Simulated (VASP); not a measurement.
Set up this calculation in VASP 6.6.1, as the native input.

| Quantity | Value |
| --- | --- |
| Task | single point |
| Functional | LDA |
| Potentials or basis | VASP PAW LDA potentials, release 64 (Nb_sv) |
| Cutoff | 520 eV |
| k mesh | 16 × 16 × 16 |
| Occupations | fermi-dirac, width 0.1 eV |
| Spin | no spin polarisation |
| Dipole correction | no |
| Further INCAR settings | ALGO = Normal; EDIFF = 1e-07; NBANDS = 12 |

The structure of Nb lies in POSCAR:

```
Nb
1.0
   -1.5908936135      1.5908936135      1.5908936135
    1.5908936135     -1.5908936135      1.5908936135
    1.5908936135      1.5908936135     -1.5908936135
Nb
1
Direct
    0.0000000000      0.0000000000      0.0000000000
```

This cell differs from its parent crystal: volume scaled by 0.94.

These files were run (other wordings do the same):

INCAR

```
PREC = Accurate
ENCUT = 520
EDIFF = 1E-7
ISMEAR = -1
SIGMA = 0.1
LREAL = F
LASPH = T
NELM = 100
ALGO = Normal
ISIF = 2
LWAVE = F
LCHARG = F
NBANDS = 12
```

KPOINTS

```
regular mesh
0
Gamma
  16 16 16
```

Potentials or basis: VASP PAW LDA potentials, release 64 (Nb_sv).

Run with:

```sh
$ cat potpaw_LDA.64/Nb_sv/POTCAR > POTCAR
$ mpirun -np 1 vasp_std > vasp.out
```

Results of the run:

```yaml
Pressure: 13.2 GPa
```

It took 10 s on 1 thread of Intel(R) Xeon(R) 6975P-C (Granite Rapids) (shared host), peak memory 0.14 GiB.
